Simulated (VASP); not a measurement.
Wanted: the native input for a VASP 6.6.1 run.

```
Task                   : single point
Functional             : PBEsol
Potentials or basis    : VASP PAW PBE potentials, release 64 (Al, Cu)
Cutoff                 : 520 eV
k mesh                 : 6 × 6 × 8
Occupations            : gaussian, width 0.1 eV
Spin                   : no spin polarisation
Dipole correction      : no
Further INCAR settings : ALGO = Fast; EDIFF = 1e-06; NBANDS = 46
```

The structure of Al2Cu lies in POSCAR:

```
Al2Cu
1.0
    5.9923500396      0.0000000000      0.0000000000
    0.0000000000      5.9923500396      0.0000000000
    0.1448610469      0.0000000000      4.8287015634
Al Cu
8 4
Direct
    0.1589259291      0.3409973574      0.0028365797
    0.1589259291      0.6590026426      0.5028365797
    0.8410740709      0.3409973574      0.4971634203
    0.8410740709      0.6590026426     -0.0028365797
    0.6589259291      0.8409973574      0.5028365797
    0.6589259291      0.1590026426      0.0028365797
    0.3410740709      0.8409973574     -0.0028365797
    0.3410740709      0.1590026426      0.4971634203
    0.0000000000      0.0012138920      0.7500000000
    0.0000000000     -0.0012138920      0.2500000000
    0.5000000000      0.5012138920      0.2500000000
    0.5000000000      0.4987861080      0.7500000000
```

This cell differs from its parent crystal: shear of c along a, cell held: +3.0 %, then relaxed in part.

One way to write it, as run:

INCAR

```
SYSTEM = Al2Cu
PREC = Accurate ; ENCUT = 520
EDIFF = 1E-6 ; ISMEAR = 0
SIGMA = 0.1 ; LREAL = .False.
LASPH = .True. ; NELM = 80
ALGO = Fast ; ISIF = 2
LWAVE = .False. ; LCHARG = .True.
GGA = PS ; LELF = .True.
LVHAR = .True. ; NBANDS = 46
```

KPOINTS

```
regular mesh
0
Gamma
  6 6 8
  0 0 0
```

Potentials or basis: VASP PAW PBE potentials, release 64 (Al, Cu).

Launch:

```console
$ cat potpaw_PBE.64/Al/POTCAR potpaw_PBE.64/Cu/POTCAR > POTCAR
$ mpirun -np 1 vasp_std > vasp.out
```

Results of the run:

```
Pressure               : 0.4 GPa
Largest force          : 0.008 eV/Å
Band gap on the k mesh : zero (bands 34 and 35 overlap by 1.77 eV)
```

Caveat: the cell differs from its parent crystal (shear of c along a, cell held: +3.0 %, then relaxed in part); the PAW data sets were made with another functional, which shifts forces and pressure a little.

It took 14 min on 1 thread of Intel(R) Xeon(R) Platinum 8488C (Sapphire Rapids), on a shared host, peak memory 0.69 GiB.
